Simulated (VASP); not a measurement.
Wanted: the native input for a VASP 6.6.1 run.

* Task: relaxation of cell and atoms
* Functional: PBE
* Potentials or basis: VASP PAW PBE potentials, release 64 (P, C)
* Cutoff: 600 eV
* k mesh: 4 × 4 × 4
* Occupations: gaussian, width 0.1 eV
* Spin: no spin polarisation
* Dipole correction: no
* Further INCAR settings: ALGO = Normal; EDIFF = 1e-06; IBRION = 2; EDIFFG = -0.04; NSW = 90; ISIF = 3

The structure of PC3 lies in POSCAR:

```
PC3
1.0
    4.5576712800      0.0000000000      0.0000000000
    0.0000000000      4.5576712800      0.0000000000
    0.0000000000      0.0000000000      4.5576712800
P C
2 6
Direct
    0.0000000000      0.0000000000      0.0000000000
    0.5000000000      0.5000000000      0.5000000000
    0.2500000000      0.0000000000      0.5000000000
    0.5000000000      0.7500000000      0.0000000000
    0.7500000000      0.0000000000      0.5000000000
    0.5000000000      0.2500000000      0.0000000000
    0.0000000000      0.5000000000      0.7500000000
    0.0000000000      0.5000000000      0.2500000000
```

The input as run:

INCAR

```
SYSTEM = PC3
PREC = Accurate ; ENCUT = 600
EDIFF = 1E-6 ; ISMEAR = 0
SIGMA = 0.1 ; LREAL = .False.
LASPH = .True. ; NELM = 100
ALGO = Normal ; ISIF = 3
LWAVE = .False. ; LCHARG = .False.
GGA = PE ; IBRION = 2
NSW = 90 ; EDIFFG = -0.04
```

KPOINTS

```
regular mesh
0
Gamma
  4 4 4
  0 0 0
```

Potentials or basis: VASP PAW PBE potentials, release 64 (P, C).

The run is started by

```console
$ cat potpaw_PBE.64/P/POTCAR potpaw_PBE.64/C/POTCAR > POTCAR
$ mpirun -np 1 vasp_std > vasp.out
```

It gave:

| Quantity | Value |
| --- | --- |
| Relaxed volume | 8.31 Å³/atom |
| Relaxed cell | a = 4.051 Å, b = 4.051 Å, c = 4.051 Å, α = 90.00°, β = 90.00°, γ = 90.00° |
| Space group after relaxing (to 0.05 Å) | Pm-3n (No. 223) |
| Energy gained by relaxing | 332.5 meV/atom |
| Ionic steps | 4 |
| Pressure after relaxing | 0.1 GPa |
| Band gap on the k mesh | zero (band 17 reaches 10.07 eV, above the bottom of band 18 at 7.28 eV) |

Caveat: the volume moved by over 15 % at a fixed basis, so the end points are rough.

Run time: 54 s on 1 thread of Intel Xeon 6975P-C, with other jobs on the host, peak memory 0.21 GiB.
